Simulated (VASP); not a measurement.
# Hf2Si (I4/mcm) in VASP: single point with LDA

Aim: the single point of Hf2Si with LDA.

Program: VASP 6.6.1. These are calculated values, not measurements. Logs are shortened: lines on timing, memory, paths and dates and some standing lists are left out, and cuts for length are marked.

## Step 1: The cell of the first run

Symmetry: I4/mcm, No. 140, tetragonal system. Conventional cell: a = 6.584 Å, b = 6.584 Å, c = 5.193 Å, α = 90.00°, β = 90.00°, γ = 90.00°. Within 3.7 Å of Hf (site symmetry m2m) lie 4 Si at 2.80 Å and 11 Hf at 2.92 to 3.51 Å. Within 3.4 Å of Si (site symmetry 422) lie 2 Si at 2.60 Å and 8 Hf at 2.80 Å.

## Step 2: Single point, LDA

Contents of INCAR:

```
PREC = Accurate ; ENCUT = 520
EDIFF = 1E-7 ; ISMEAR = 0
SIGMA = 0.1 ; LREAL = F
LASPH = T ; NELM = 80
ALGO = Fast ; ISIF = 2
LWAVE = F ; LCHARG = F
GGA = CA ; NBANDS = 33
```

Contents of KPOINTS:

```
regular mesh
0
Gamma
  10 10 10
```

Contents of POSCAR:

```
Hf2Si
1.0
   -3.2918787595      3.2918787595      2.5965750962
    3.2918787595     -3.2918787595      2.5965750962
    3.2918787595      3.2918787595     -2.5965750962
Hf Si
4 2
Direct
    0.8431026420      0.6568973580      0.5000000000
    0.3431026420      0.8431026420      0.1862052839
    0.1568973580      0.3431026420      0.5000000000
    0.6568973580      0.1568973580      0.8137947161
    0.7500000000      0.7500000000      0.0000000000
    0.2500000000      0.2500000000      0.0000000000
```

Potentials or basis: VASP PAW LDA potentials, release 64 (Hf_pv, Si).

Launch:

```sh
> cat potpaw_LDA.64/Hf_pv/POTCAR potpaw_LDA.64/Si/POTCAR > POTCAR
> mpirun -np 1 vasp_std > vasp.out
```

OUTCAR:

```text
PREC = Accurate
   ENCUT = 520
   EDIFF = 1E-7
   ISMEAR = 0
   LREAL = F
   LASPH = T
   NELM = 80
   ISIF = 2
   GGA = CA

 ion  position               nearest neighbor table
   1  0.843  0.657  0.500-   6 2.80   6 2.80   5 2.80   5 2.80   3 2.92   3 3.12   3 3.12   4 3.32
                             2 3.32   4 3.32   2 3.32   4 3.51   2 3.51   2 3.51   4 3.51
   2  0.343  0.843  0.186-   5 2.80   6 2.80   6 2.80   5 2.80   4 2.92   4 3.12   4 3.12   1 3.32
                             3 3.32   3 3.32   1 3.32   1 3.51   3 3.51   1 3.51   3 3.51
   3  0.157  0.343  0.500-   5 2.80   5 2.80   6 2.80   6 2.80   1 2.92   1 3.12   1 3.12   4 3.32
                             2 3.32   4 3.32   2 3.32   4 3.51   2 3.51   4 3.51   2 3.51
   4  0.657  0.157  0.814-   5 2.80   6 2.80   6 2.80   5 2.80   2 2.92   2 3.12   2 3.12   1 3.32
                             3 3.32   3 3.32   1 3.32   1 3.51   3 3.51   1 3.51   3 3.51
   5  0.750  0.750  0.000-   6 2.60   6 2.60   2 2.80   4 2.80   4 2.80   2 2.80   3 2.80   3 2.80
                             1 2.80   1 2.80
   6  0.250  0.250  0.000-   5 2.60   5 2.60   2 2.80   4 2.80   4 2.80   2 2.80   1 2.80   1 2.80
                             3 2.80   3 2.80

  LATTYP: Found a body centered tetragonal cell.
 ALAT       =     6.5837575190
 C/A-ratio  =     0.7887821168

  Lattice vectors:

 A1 = (  -3.2918787595,   3.2918787595,   2.5965750962)
 A2 = (   3.2918787595,  -3.2918787595,   2.5965750962)
 A3 = (   3.2918787595,   3.2918787595,  -2.5965750962)

Analysis of symmetry for initial positions (statically):
=====================================================================
 Subroutine PRICEL returns:
 Original cell was already a primitive cell.

 Routine SETGRP: Setting up the symmetry group for a
 body centered tetragonal supercell.

 Subroutine GETGRP returns: Found 16 space group operations
 (whereof  8 operations were pure point group operations)
 out of a pool of 16 trial point group operations.

The static configuration has the point symmetry C_4h.
 The point group associated with its full space group is D_4h.

Analysis of symmetry for dynamics (positions and initial velocities):
=====================================================================
 Subroutine PRICEL returns:
 Original cell was already a primitive cell.

 Routine SETGRP: Setting up the symmetry group for a
 body centered tetragonal supercell.

 Subroutine GETGRP returns: Found 16 space group operations
 (whereof  8 operations were pure point group operations)
 out of a pool of 16 trial point group operations.

The dynamic configuration has the point symmetry C_4h.
 The point group associated with its full space group is D_4h.

 Subroutine INISYM returns: Found 16 space group operations
 (whereof  8 operations are pure point group operations),
 and found     1 'primitive' translations

----------------------------------------------------------------------------------------

                                     Primitive cell

  volume of cell :     112.5508

  direct lattice vectors                    reciprocal lattice vectors
    -3.291878759  3.291878759  2.596575096     0.000000000  0.151888947  0.192561348
     3.291878759 -3.291878759  2.596575096     0.151888947  0.000000000  0.192561348
     3.291878759  3.291878759 -2.596575096     0.151888947  0.151888947  0.000000000

  length of vectors
     5.330584749  5.330584749  5.330584749     0.245255224  0.245255224  0.214803409

  position of ions in fractional coordinates (direct lattice)
     0.843102642  0.656897358  0.500000000
     0.343102642  0.843102642  0.186205284
     0.156897358  0.343102642  0.500000000
     0.656897358  0.156897358  0.813794716
     0.750000000  0.750000000  0.000000000
     0.250000000  0.250000000  0.000000000

  ion indices of the primitive-cell ions
   primitive index   ion index
                 1           1
                 2           2
                 3           3
                 4           4
                 5           5
                 6           6

----------------------------------------------------------------------------------------

 KPOINTS: regular mesh

Automatic generation of k-mesh.
 Grid dimensions read from file:
 generate k-points for:   10   10   10

 Generating k-lattice:

  Cartesian coordinates                     Fractional coordinates (reciprocal lattice)
     0.000000000  0.015188895  0.019256135     0.100000000  0.000000000 -0.000000000
     0.015188895  0.000000000  0.019256135     0.000000000  0.100000000 -0.000000000
     0.015188895  0.015188895  0.000000000     0.000000000  0.000000000  0.100000000

  Length of vectors
     0.024525522  0.024525522  0.021480341

  Shift w.r.t. Gamma in fractional coordinates (k-lattice)
     0.000000000  0.000000000  0.000000000

 Subroutine IBZKPT returns following result:
 ===========================================

 Found    102 irreducible k-points:

 Following reciprocal coordinates:
            Coordinates               Weight
  0.000000  0.000000  0.000000      1.000000
  0.100000  0.000000 -0.000000      8.000000
  0.200000  0.000000 -0.000000      8.000000
  0.300000  0.000000  0.000000      8.000000
  0.400000  0.000000  0.000000      8.000000
  0.500000  0.000000  0.000000      4.000000
[... 16 lines left out ...]
  0.300000  0.300000  0.000000      8.000000
  0.400000  0.300000  0.000000     16.000000
 [... further k-points ...]
   k-points           NKPTS =    102   k-points in BZ     NKDIM =    102   number of bands    NBANDS=     33
   number of dos      NEDOS =    301   number of ions     NIONS =      6
   total plane-waves  NPLWV =  64000
   dimension x,y,z NGX =    40 NGY =   40 NGZ =   40
   dimension x,y,z NGXF=    80 NGYF=   80 NGZF=   80
   ions per type =               4   2
   NGX,Y,Z   is equivalent  to a cutoff of  12.47, 12.47, 12.47 a.u.
   NGXF,Y,Z  is equivalent  to a cutoff of  24.95, 24.95, 24.95 a.u.
 SYSTEM =  unknown system
   PREC   = accura    normal or accurate (medium, high low for compatibility)
   ISTART =      0    job   : 0-new  1-cont  2-samecut
   ICHARG =      2    charge: 1-file 2-atom 10-const
   ISPIN  =      1    spin polarized calculation?
   LNONCOLLINEAR =      F non collinear calculations
   LSORBIT =      F    spin-orbit coupling
   LASPH  =      T    aspherical Exc in radial PAW
   ENCUT  =  520.0 eV  38.22 Ry    6.18 a.u.   9.91  9.91  9.91*2*pi/ulx,y,z
   NELM   =     80;   NELMIN=  2; NELMDL= -5     # of ELM steps
   EDIFF  = 0.1E-06   stopping-criterion for ELM
   LREAL  =      F    real-space projection
   EDIFFG = 0.1E-05   stopping-criterion for IOM
   NSW    =      0    number of steps for IOM
   IBRION =     -1    ionic relax: 0-MD 1-quasi-New 2-CG
   NFREE  =      0    steps in history (QN), initial steepest desc. (CG)
   ISIF   =      2    stress and relaxation
   ISYM   =      2    0-nonsym 1-usesym 2-fastsym
   POTIM  = 0.5000    time-step for ionic-motion
   TEBEG  =    0.0;   TEEND  =   0.0 temperature during run
   PSTRESS=    0.0 pullay stress
   NELECT =      48.0000    total number of electrons
   NUPDOWN=      -1.0000    fix difference up-down
   EMIN   =  10.00;   EMAX   =-10.00  energy-range for DOS
   EFERMI =   0.00;   METHOD = LEGACY
   ISMEAR =     0;   SIGMA  =   0.10  broadening in eV -4-tet -1-fermi 0-gaus
   EFERMI_NEDOS =   21; number of points for ismear=-14 and -15
   IALGO  =     68    algorithm
   IMIX   =      4    mixing-type and parameters
     AMIX     =   0.40;   BMIX     =  1.00
     AMIX_MAG =   1.60;   BMIX_MAG =  1.00
  volume/ion in A,a.u.               =      18.76       126.59
  Fermi-wavevector in a.u.,A,eV,Ry     =   1.232270  2.328652 20.660288  1.518488
  Thomas-Fermi vector in A             =   2.367046
   LORBIT       =      0    0 simple, 1 ext, 2 COOP (PROOUT), +10 PAW based schemes
   GGA     = CA    functional components
   LHFCALC =     F    Hartree Fock is set to
   AEXX    =    0.0000 exact exchange contribution
   IVDW    =     0    specifies the selected vdW correction
   LEPSILON=     F    determine dielectric tensor
   LRPA    =     F    only Hartree local field effects (RPA)
 non-spin polarized calculation
 RMM-DIIS sequential band-by-band and
 Gauss-broadening in eV      SIGMA  =   0.10
  energy-cutoff  :      520.00
  volume of cell :      112.55
 maximum number of plane-waves:      3074
   NGX = 19   NGY = 19   NGZ = 19

 number of electron      48.0000005 magnetization

 Free energy of the ion-electron system (eV)
  ---------------------------------------------------
  ext. energy  EPLUGINS =         0.00000000
  ---------------------------------------------------
  free energy    TOTEN  =       -59.31344019 eV

  energy without entropy =      -59.30134943  energy(sigma->0) =      -59.30739481

 E-fermi :   5.8877     XC(G=0): -11.6456

 val. band max:        5.8875279175   @ k =   0.4000   0.1000   0.0000
 cond. band min:       5.8934434844   @ k =   0.3000   0.2000   0.1000
 fundamental gap:      0.0059155670
 Fermi energy:         5.8877255949

 k-point     1 :       0.0000    0.0000    0.0000
  band No.  band energies     occupation
      1     -24.3175      2.00000
      2     -24.3083      2.00000
      3     -24.2125      2.00000
      4     -24.2125      2.00000
      5     -24.1795      2.00000
      6     -24.1795      2.00000
[... 25 lines left out ...]
     32       9.2134      0.00000
     33       9.9997      0.00000

 k-point     2 :       0.1000    0.0000   -0.0000
  band No.  band energies     occupation
      1     -24.3316      2.00000
      2     -24.3096      2.00000
      3     -24.2366      2.00000
      4     -24.2291      2.00000
      5     -24.1543      2.00000
      6     -24.1474      2.00000
[... 25 lines left out ...]
     32       9.5794      0.00000
     33      10.1756      0.00000
[... 754 lines left out ...]
     32       9.7336      0.00000
     33      10.0317      0.00000

 k-point    24 :       0.4000    0.3000    0.0000
  band No.  band energies     occupation
      1     -24.3972      2.00000
      2     -24.2727      2.00000
      3     -24.2537      2.00000
      4     -24.2201      2.00000
      5     -24.1494      2.00000
      6     -24.1056      2.00000
[... 25 lines left out ...]
     32      10.0163      0.00000
     33      10.1886      0.00000

 [... further k-points ...]

------------------------ aborting loop because EDIFF is reached ----------------------------------------

  FORCE on cell =-STRESS in cart. coord.  units (eV):
  Direction    XX          YY          ZZ          XY          YZ          ZX
  --------------------------------------------------------------------------------------
  -------------------------------------------------------------------------------------
  Total       -5.7503112     -5.7503112     -5.3983350      0.0000000     -0.0000000      0.0000000
  in kB      -81.8565416    -81.8565416    -76.8461077      0.0000000     -0.0000000      0.0000000
  external PRESSURE =     -80.1863970 kB  Pullay stress =       0.0000000 kB

 VOLUME and BASIS-vectors are now :
 -----------------------------------------------------------------------------
  energy-cutoff  :      520.00
  volume of cell :      112.55
      direct lattice vectors                 reciprocal lattice vectors
    -3.291878759  3.291878759  2.596575096     0.000000000  0.151888947  0.192561348
     3.291878759 -3.291878759  2.596575096     0.151888947  0.000000000  0.192561348
     3.291878759  3.291878759 -2.596575096     0.151888947  0.151888947  0.000000000

 POSITION                                       TOTAL-FORCE (eV/Angst)
 -----------------------------------------------------------------------------------
      1.03297      2.25890      2.59658        -0.012973      0.012973     -0.000000
      2.25890     -1.03297      2.59658         0.012973      0.012973     -0.000000
      2.25890      1.03297      0.00000         0.012973     -0.012973     -0.000000
      1.03297      4.32485     -0.00000        -0.012973     -0.012973      0.000000
      0.00000      0.00000      3.89486        -0.000000      0.000000     -0.000000
      0.00000      0.00000      1.29829        -0.000000      0.000000     -0.000000
 -----------------------------------------------------------------------------------
    total drift:                               -0.000000     -0.000000      0.000000

  FREE ENERGIE OF THE ION-ELECTRON SYSTEM (eV)
  ---------------------------------------------------
  free  energy   TOTEN  =       -59.3134401911 eV

  energy  without entropy=      -59.3013494290  energy(sigma->0) =      -59.30739481
```

Wall time 4.9 min (1 thread of Intel Xeon Platinum 8488C (Sapphire Rapids), shared host); peak memory 0.41 GiB.

What came out:

```
Free energy            : -59.3134 eV
Pressure               : -8.0 GPa
Largest force          : 0.018 eV/Å
Band gap on the k mesh : zero (bands 24 and 25 overlap by 0.77 eV)
```

Forces in eV/Å, atoms in the order of the input:
```
Hf  -0.013  0.013  0.000
Hf   0.013  0.013  0.000
Hf   0.013 -0.013  0.000
Hf  -0.013 -0.013  0.000
Si   0.000  0.000  0.000
Si   0.000  0.000  0.000
```

Levels at points of the mesh, in eV from the Fermi level:
```
           k point  band 20  band 21  band 22  band 23  band 24  band 25  band 26  band 27  band 28  band 29
(0.00, 0.00, 0.00)    -1.34    -1.22    -1.22    -0.95    -0.87     1.95     1.99     2.00     2.43     2.43
(0.50, 0.00, 0.00)    -1.07    -0.71    -0.71    -0.50    -0.50     0.19     0.19     1.92     1.92     3.12
(0.50, 0.50, 0.00)    -2.10    -1.39    -1.06    -0.61    -0.42     1.27     1.29     1.60     2.10     2.81
(0.50, 0.50, 0.50)    -1.99    -0.89    -0.43     0.00     0.32     0.35     0.35     1.29     1.38     1.70
```

Caveat: the cell stands under tension; spin-orbit coupling is left out, which moves the levels of the heavy elements.
